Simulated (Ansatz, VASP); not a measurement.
One calculation of Pb, two programs

```xyz
1
Lattice="0.0000 2.2005 3.1114 2.2005 0.0000 3.1114 2.2005 2.2005 0.0000" Properties=species:S:1:pos:R:3 pbc="T T T"
Pb    0.0000    0.0000    0.0000
```

Alike in both runs: task single point; functional PBE; k mesh 18 × 18 × 18; occupations gaussian, width 0.15 eV; no spin polarisation.

|  | VASP | Ansatz |
| --- | --- | --- |
| version | VASP 6.6.1 | Ansatz 0.2.0 |
| potentials or method | VASP PAW PBE potentials, release 64 (Pb_d), cutoff 520 eV | scalar-relativistic, plane waves, PAW |
| valence electrons in the cell | 14 | 14 |

VASP gave:

| Property | Result |
| --- | --- |
| gap on the k mesh at the Fermi level (eV) | none |
| pressure (GPa) | 5.2 |
| traceless stress, the component that is largest in VASP (GPa) | -6.80 |

Q: What did Ansatz give for the same quantities?

A: gap on the k mesh at the Fermi level (eV): none; pressure (GPa): 5.2; traceless stress, the component that is largest in VASP (GPa): -6.79.

A gap of «none» marks a metal or a gap that the smearing closes.

Spin-orbit coupling is off throughout.
